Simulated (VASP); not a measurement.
# TiN (Fm-3m) in VASP: notebook

Runs on TiN. Level: PBE. Tasks: single point.

All numbers are computed with VASP 6.6.1; they aren't measurements. Logs are shortened: lines on timing, memory, paths and dates and some standing lists are left out, and cuts for length are marked.

## (1) The cell of the first run

It takes space group Fm-3m (No. 225, cubic). Conventional cell: a = 4.247 Å, b = 4.247 Å, c = 4.247 Å, α = 90.00°, β = 90.00°, γ = 90.00°. Ti (site symmetry m-3m) has 6 N at 2.12 Å within 2.8 Å. N (site symmetry m-3m) has 6 Ti at 2.12 Å within 2.8 Å.

## (2) Single point, PBE

Input file INCAR:

```
  ALGO = Normal
  EDIFF = 1E-6
  ENCUT = 520
  GGA = PE
  ISIF = 2
  ISMEAR = 0
  LASPH = T
  LCHARG = F
  LREAL = F
  LWAVE = F
  NBANDS = 16
  NELM = 80
  PREC = Accurate
  SIGMA = 0.1
```

Input file KPOINTS:

```
k-points
0
Gamma
  18 18 18
```

Input file POSCAR:

```
TiN
1.0
    0.0000000000      2.1233653582      2.1233653582
    2.1233653582      0.0000000000      2.1233653582
    2.1233653582      2.1233653582      0.0000000000
Ti N
1 1
Direct
    0.0000000000      0.0000000000      0.0000000000
    0.5000000000      0.5000000000      0.5000000000
```

Potentials or basis: VASP PAW PBE potentials, release 64 (Ti_sv, N).

Launch:

```console
cat potpaw_PBE.64/Ti_sv/POTCAR potpaw_PBE.64/N/POTCAR > POTCAR
mpirun -np 1 vasp_std > vasp.out
```

OUTCAR:

```text
EDIFF = 1E-6
   ENCUT = 520
   GGA = PE
   ISIF = 2
   ISMEAR = 0
   LASPH = T
   LREAL = F
   NELM = 80
   PREC = Accurate

 ion  position               nearest neighbor table
   1  0.000  0.000  0.000-   2 2.12   2 2.12   2 2.12   2 2.12   2 2.12   2 2.12
   2  0.500  0.500  0.500-   1 2.12   1 2.12   1 2.12   1 2.12   1 2.12   1 2.12

  LATTYP: Found a face centered cubic cell.
 ALAT       =     4.2467307164

  Lattice vectors:

 A1 = (   0.0000000000,   2.1233653582,   2.1233653582)
 A2 = (   2.1233653582,   0.0000000000,   2.1233653582)
 A3 = (   2.1233653582,   2.1233653582,   0.0000000000)

Analysis of symmetry for initial positions (statically):
=====================================================================
 Subroutine PRICEL returns:
 Original cell was already a primitive cell.

 Routine SETGRP: Setting up the symmetry group for a
 face centered cubic supercell.

 Subroutine GETGRP returns: Found 48 space group operations
 (whereof 48 operations were pure point group operations)
 out of a pool of 48 trial point group operations.

The static configuration has the point symmetry O_h .

Analysis of symmetry for dynamics (positions and initial velocities):
=====================================================================
 Subroutine PRICEL returns:
 Original cell was already a primitive cell.

 Routine SETGRP: Setting up the symmetry group for a
 face centered cubic supercell.

 Subroutine GETGRP returns: Found 48 space group operations
 (whereof 48 operations were pure point group operations)
 out of a pool of 48 trial point group operations.

The dynamic configuration has the point symmetry O_h .

 Subroutine INISYM returns: Found 48 space group operations
 (whereof 48 operations are pure point group operations),
 and found     1 'primitive' translations

----------------------------------------------------------------------------------------

                                     Primitive cell

  volume of cell :      19.1472

  direct lattice vectors                    reciprocal lattice vectors
     0.000000000  2.123365358  2.123365358    -0.235475255  0.235475255  0.235475255
     2.123365358  0.000000000  2.123365358     0.235475255 -0.235475255  0.235475255
     2.123365358  2.123365358  0.000000000     0.235475255  0.235475255 -0.235475255

  length of vectors
     3.002892087  3.002892087  3.002892087     0.407855106  0.407855106  0.407855106

  position of ions in fractional coordinates (direct lattice)
     0.000000000  0.000000000  0.000000000
     0.500000000  0.500000000  0.500000000

  ion indices of the primitive-cell ions
   primitive index   ion index
                 1           1
                 2           2

----------------------------------------------------------------------------------------

 KPOINTS: k-points

Automatic generation of k-mesh.
 Grid dimensions read from file:
 generate k-points for:   18   18   18

 Generating k-lattice:

  Cartesian coordinates                     Fractional coordinates (reciprocal lattice)
    -0.013081959  0.013081959  0.013081959     0.055555556  0.000000000  0.000000000
     0.013081959 -0.013081959  0.013081959     0.000000000  0.055555556  0.000000000
     0.013081959  0.013081959 -0.013081959     0.000000000  0.000000000  0.055555556

  Length of vectors
     0.022658617  0.022658617  0.022658617

  Shift w.r.t. Gamma in fractional coordinates (k-lattice)
     0.000000000  0.000000000  0.000000000

 Subroutine IBZKPT returns following result:
 ===========================================

 Found    195 irreducible k-points:

 Following reciprocal coordinates:
            Coordinates               Weight
  0.000000  0.000000  0.000000      1.000000
  0.055556  0.000000  0.000000      8.000000
  0.111111  0.000000  0.000000      8.000000
  0.166667  0.000000  0.000000      8.000000
  0.222222  0.000000  0.000000      8.000000
  0.277778  0.000000  0.000000      8.000000
[... 16 lines left out ...]
 -0.277778  0.055556  0.000000     24.000000
 -0.222222  0.055556  0.000000     24.000000
 [... further k-points ...]
   k-points           NKPTS =    195   k-points in BZ     NKDIM =    195   number of bands    NBANDS=     16
   number of dos      NEDOS =    301   number of ions     NIONS =      2
   total plane-waves  NPLWV =  13824
   dimension x,y,z NGX =    24 NGY =   24 NGZ =   24
   dimension x,y,z NGXF=    48 NGYF=   48 NGZF=   48
   ions per type =               1   1
   NGX,Y,Z   is equivalent  to a cutoff of  13.29, 13.29, 13.29 a.u.
   NGXF,Y,Z  is equivalent  to a cutoff of  26.57, 26.57, 26.57 a.u.
 SYSTEM =  unknown system
   PREC   = accura    normal or accurate (medium, high low for compatibility)
   ISTART =      0    job   : 0-new  1-cont  2-samecut
   ICHARG =      2    charge: 1-file 2-atom 10-const
   ISPIN  =      1    spin polarized calculation?
   LNONCOLLINEAR =      F non collinear calculations
   LSORBIT =      F    spin-orbit coupling
   LASPH  =      T    aspherical Exc in radial PAW
   ENCUT  =  520.0 eV  38.22 Ry    6.18 a.u.   5.58  5.58  5.58*2*pi/ulx,y,z
   NELM   =     80;   NELMIN=  2; NELMDL= -5     # of ELM steps
   EDIFF  = 0.1E-05   stopping-criterion for ELM
   LREAL  =      F    real-space projection
   EDIFFG = 0.1E-04   stopping-criterion for IOM
   NSW    =      0    number of steps for IOM
   IBRION =     -1    ionic relax: 0-MD 1-quasi-New 2-CG
   NFREE  =      0    steps in history (QN), initial steepest desc. (CG)
   ISIF   =      2    stress and relaxation
   ISYM   =      2    0-nonsym 1-usesym 2-fastsym
   POTIM  = 0.5000    time-step for ionic-motion
   TEBEG  =    0.0;   TEEND  =   0.0 temperature during run
   PSTRESS=    0.0 pullay stress
   NELECT =      17.0000    total number of electrons
   NUPDOWN=      -1.0000    fix difference up-down
   EMIN   =  10.00;   EMAX   =-10.00  energy-range for DOS
   EFERMI =   0.00;   METHOD = LEGACY
   ISMEAR =     0;   SIGMA  =   0.10  broadening in eV -4-tet -1-fermi 0-gaus
   EFERMI_NEDOS =   21; number of points for ismear=-14 and -15
   IALGO  =     38    algorithm
   IMIX   =      4    mixing-type and parameters
     AMIX     =   0.40;   BMIX     =  1.00
     AMIX_MAG =   1.60;   BMIX_MAG =  1.00
  volume/ion in A,a.u.               =       9.57        64.61
  Fermi-wavevector in a.u.,A,eV,Ry     =   1.573463  2.973413 33.685092  2.475784
  Thomas-Fermi vector in A             =   2.674743
   LORBIT       =      0    0 simple, 1 ext, 2 COOP (PROOUT), +10 PAW based schemes
   GGA     = PE    functional components
   LHFCALC =     F    Hartree Fock is set to
   AEXX    =    0.0000 exact exchange contribution
   IVDW    =     0    specifies the selected vdW correction
   LEPSILON=     F    determine dielectric tensor
   LRPA    =     F    only Hartree local field effects (RPA)
 non-spin polarized calculation
 Gauss-broadening in eV      SIGMA  =   0.10
  energy-cutoff  :      520.00
  volume of cell :       19.15
 maximum number of plane-waves:       534
   NGX = 11   NGY = 11   NGZ = 11

 number of electron      17.0000002 magnetization

 Free energy of the ion-electron system (eV)
  ---------------------------------------------------
  ext. energy  EPLUGINS =         0.00000000
  ---------------------------------------------------
  free energy    TOTEN  =       -19.63849827 eV

  energy without entropy =      -19.63422163  energy(sigma->0) =      -19.63635995

 E-fermi :  11.4021     XC(G=0): -13.0004

 val. band max:       11.3714162246   @ k =  -0.1667   0.1111   0.0000
 cond. band min:      11.4066484669   @ k =   0.1111   0.0556   0.0000
 fundamental gap:      0.0352322423
 Fermi energy:        11.4020954480

 k-point     1 :       0.0000    0.0000    0.0000
  band No.  band energies     occupation
      1     -46.4750      2.00000
      2     -22.4571      2.00000
      3     -22.4571      2.00000
      4     -22.4571      2.00000
      5      -5.6800      2.00000
      6       9.3609      2.00000
[... 8 lines left out ...]
     15      24.5638      0.00000
     16      31.0955      0.00000

 k-point     2 :       0.0556    0.0000    0.0000
  band No.  band energies     occupation
      1     -46.4721      2.00000
      2     -22.4772      2.00000
      3     -22.4588      2.00000
      4     -22.4588      2.00000
      5      -5.6200      2.00000
      6       8.9979      2.00000
[... 8 lines left out ...]
     15      24.6104      0.00000
     16      31.0150      0.00000

 k-point     3 :       0.1111    0.0000    0.0000
  band No.  band energies     occupation
      1     -46.4639      2.00000
      2     -22.5347      2.00000
      3     -22.4636      2.00000
      4     -22.4636      2.00000
      5      -5.4448      2.00000
      6       8.2174      2.00000
[... 8 lines left out ...]
     15      24.6787      0.00000
     16      30.7386      0.00000

 k-point     4 :       0.1667    0.0000    0.0000
  band No.  band energies     occupation
      1     -46.4513      2.00000
      2     -22.6218      2.00000
      3     -22.4710      2.00000
      4     -22.4710      2.00000
      5      -5.1675      2.00000
      6       7.2920      2.00000
[... 8 lines left out ...]
     15      24.6157      0.00000
     16      30.1909      0.00000

 k-point     5 :       0.2222    0.0000    0.0000
  band No.  band energies     occupation
      1     -46.4359      2.00000
      2     -22.7270      2.00000
      3     -22.4800      2.00000
      4     -22.4800      2.00000
      5      -4.8101      2.00000
      6       6.3364      2.00000
[... 8 lines left out ...]
     15      24.3880      0.00000
     16      29.3718      0.00000

 k-point     6 :       0.2778    0.0000    0.0000
  band No.  band energies     occupation
      1     -46.4193      2.00000
      2     -22.8370      2.00000
      3     -22.4896      2.00000
      4     -22.4896      2.00000
      5      -4.4025      2.00000
      6       5.4211      2.00000
[... 8 lines left out ...]
     15      24.2040      0.00000
     16      28.4056      0.00000

 k-point     7 :       0.3333    0.0000    0.0000
  band No.  band energies     occupation
      1     -46.4037      2.00000
      2     -22.9386      2.00000
      3     -22.4986      2.00000
      4     -22.4986      2.00000
      5      -3.9845      2.00000
      6       4.6033      2.00000
[... 8 lines left out ...]
     15      24.2938      0.00000
     16      27.4520      0.00000

 k-point     8 :       0.3889    0.0000    0.0000
  band No.  band energies     occupation
      1     -46.3910      2.00000
      2     -23.0203      2.00000
      3     -22.5059      2.00000
      4     -22.5059      2.00000
      5      -3.6082      2.00000
      6       3.9412      2.00000
[... 8 lines left out ...]
     15      24.6218      0.00000
     16      26.6477      0.00000

 k-point     9 :       0.4444    0.0000    0.0000
  band No.  band energies     occupation
      1     -46.3826      2.00000
      2     -23.0731      2.00000
      3     -22.5107      2.00000
      4     -22.5107      2.00000
      5      -3.3388      2.00000
      6       3.5008      2.00000
[... 8 lines left out ...]
     15      24.9581      0.00000
     16      26.1062      0.00000
[... 172 lines left out ...]
 k-point    19 :       0.5000    0.0556    0.0000
  band No.  band energies     occupation
      1     -46.3788      2.00000
      2     -23.0818      2.00000
      3     -22.5235      2.00000
      4     -22.5168      2.00000
      5      -3.2745      2.00000
      6       3.4313      2.00000
[... 8 lines left out ...]
     15      24.9995      0.00000
     16      25.8643      0.00000

 k-point    20 :      -0.4444    0.0556    0.0000
  band No.  band energies     occupation
      1     -46.3798      2.00000
      2     -23.0758      2.00000
      3     -22.5268      2.00000
      4     -22.5124      2.00000
      5      -3.3053      2.00000
      6       3.4791      2.00000
[... 8 lines left out ...]
     15      24.9457      0.00000
     16      25.8840      0.00000

 k-point    21 :      -0.3889    0.0556    0.0000
  band No.  band energies     occupation
      1     -46.3863      2.00000
      2     -23.0351      2.00000
      3     -22.5263      2.00000
      4     -22.5051      2.00000
      5      -3.5134      2.00000
      6       3.8111      2.00000
[... 8 lines left out ...]
     15      24.6738      0.00000
     16      26.2281      0.00000

 k-point    22 :      -0.3333    0.0556    0.0000
  band No.  band energies     occupation
      1     -46.3976      2.00000
      2     -22.9641      2.00000
      3     -22.5220      2.00000
      4     -22.4957      2.00000
      5      -3.8474      2.00000
      6       4.3759      2.00000
[... 8 lines left out ...]
     15      24.3424      0.00000
     16      26.8310      0.00000

 k-point    23 :      -0.2778    0.0556    0.0000
  band No.  band energies     occupation
      1     -46.4122      2.00000
      2     -22.8705      2.00000
      3     -22.5145      2.00000
      4     -22.4853      2.00000
      5      -4.2440      2.00000
      6       5.1081      2.00000
[... 8 lines left out ...]
     15      24.1827      0.00000
     16      27.5965      0.00000

 k-point    24 :      -0.2222    0.0556    0.0000
  band No.  band energies     occupation
      1     -46.4285      2.00000
      2     -22.7651      2.00000
      3     -22.5045      2.00000
      4     -22.4752      2.00000
      5      -4.6479      2.00000
      6       5.9458      2.00000
[... 8 lines left out ...]
     15      24.3124      0.00000
     16      28.4197      0.00000

 [... further k-points ...]

------------------------ aborting loop because EDIFF is reached ----------------------------------------

  FORCE on cell =-STRESS in cart. coord.  units (eV):
  Direction    XX          YY          ZZ          XY          YZ          ZX
  --------------------------------------------------------------------------------------
  -------------------------------------------------------------------------------------
  Total        0.0554988      0.0554988      0.0554988      0.0000000      0.0000000      0.0000000
  in kB        4.6439782      4.6439782      4.6439782      0.0000000      0.0000000      0.0000000
  external PRESSURE =       4.6439782 kB  Pullay stress =       0.0000000 kB

 VOLUME and BASIS-vectors are now :
 -----------------------------------------------------------------------------
  energy-cutoff  :      520.00
  volume of cell :       19.15
      direct lattice vectors                 reciprocal lattice vectors
     0.000000000  2.123365358  2.123365358    -0.235475255  0.235475255  0.235475255
     2.123365358  0.000000000  2.123365358     0.235475255 -0.235475255  0.235475255
     2.123365358  2.123365358  0.000000000     0.235475255  0.235475255 -0.235475255

 POSITION                                       TOTAL-FORCE (eV/Angst)
 -----------------------------------------------------------------------------------
      0.00000      0.00000      0.00000        -0.000000      0.000000     -0.000000
      2.12337      2.12337      2.12337         0.000000     -0.000000      0.000000
 -----------------------------------------------------------------------------------
    total drift:                                0.000000     -0.000000     -0.000000

  FREE ENERGIE OF THE ION-ELECTRON SYSTEM (eV)
  ---------------------------------------------------
  free  energy   TOTEN  =       -19.6384982713 eV

  energy  without entropy=      -19.6342216289  energy(sigma->0) =      -19.63635995
```

Wall time 61 s (1 thread of Intel Xeon 8259CL, shared host); peak memory 0.18 GiB.

Results:

```
Free energy            : -19.6385 eV
Pressure               : 0.5 GPa
Band gap on the k mesh : zero (an odd number of electrons rules out a gap without spin polarisation)
```

Levels at points of the mesh, in eV from the Fermi level:
| k point | band 5 | band 6 | band 7 | band 8 | band 9 | band 10 | band 11 | band 12 | band 13 | band 14 |
| --- | --- | --- | --- | --- | --- | --- | --- | --- | --- | --- |
| (0.00, 0.00, 0.00) | -17.08 | -2.04 | -2.04 | -2.04 | -0.61 | -0.61 | -0.61 | 0.57 | 0.57 | 5.37 |
| (0.50, 0.00, 0.00) | -14.64 | -8.06 | -5.46 | -5.46 | 1.67 | 1.67 | 2.34 | 5.70 | 5.70 | 6.05 |
| (0.50, 0.50, 0.00) | -15.67 | -5.83 | -3.23 | -3.23 | -3.05 | 1.63 | 2.37 | 2.37 | 3.57 | 10.57 |

[end of part 1 of 3]
